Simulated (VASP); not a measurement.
Here is a VASP 6.6.1 calculation.

The input INCAR:

```
SYSTEM = Zr4Si8H
ALGO = Normal
DIPOL = 0.5 0.5 0.483
EDIFF = 1E-6
ENCUT = 520
GGA = PS
IDIPOL = 3
ISIF = 2
ISMEAR = 0
LASPH = .True.
LCHARG = .False.
LDIPOL = .True.
LREAL = .False.
LWAVE = .False.
NBANDS = 52
NELM = 100
PREC = Accurate
SIGMA = 0.1
```

File KPOINTS:

```
k-points
0
Gamma
  8 8 1
  0 0 0
```

File POSCAR:

```
Zr4Si8H
1.0
    3.6567655750      0.0000000000      0.0000000000
    0.0000000000      3.6742585520      0.0000000000
    0.0000000000      0.0000000000     31.4530958601
Si Zr H
8 4 1
Direct
    0.2500000000      0.5000000000      0.2702436682
    0.7500000000      0.0000000000      0.2704583514
    0.2500000000      0.0000000000      0.3611375859
    0.7500000000      0.0000000000      0.4111138191
    0.2500000000      0.0000000000      0.5024279006
    0.7500000000      0.5000000000      0.5023556793
    0.2500000000      0.5000000000      0.5953667887
    0.7500000000      0.5000000000      0.6480932133
    0.7500000000      0.5000000000      0.3376312043
    0.2500000000      0.5000000000      0.4346202008
    0.7500000000      0.0000000000      0.5691137127
    0.2500000000      0.0000000000      0.6619846606
    0.5000000000      0.0000000000      0.7141221582
```

Potentials or basis: VASP PAW PBE potentials, release 64 (Si, Zr_sv, H).

Command:

```sh
$ cat potpaw_PBE.64/Si/POTCAR potpaw_PBE.64/Zr_sv/POTCAR potpaw_PBE.64/H/POTCAR > POTCAR
$ mpirun -np 1 vasp_std > vasp.out
```

Problem. Estimate the band gap on the k mesh.

Solution. Zero (an odd number of electrons rules out a gap without spin polarisation).

Problem. Predict the largest force.

Solution. 1.027 eV/Å.

Forces in eV/Å, atoms in the order of the input:
```
Si   0.005  0.000 -0.182
Si  -0.003  0.000 -0.278
Si   0.001  0.000 -0.387
Si   0.000  0.000  0.052
Si   0.017  0.000 -0.037
Si  -0.003  0.000 -0.040
Si   0.093  0.000 -0.209
Si  -0.154  0.000 -0.619
Zr  -0.001  0.000  0.743
Zr  -0.004  0.000  0.029
Zr  -0.071  0.000 -0.021
Zr  -0.405  0.000  0.944
H    0.524  0.000  0.006
```

Caveat: the PAW data sets were made with another functional, which shifts forces and pressure a little; an odd number of electrons without spin polarisation forces a metal; a magnetic or distorted state may lie lower.
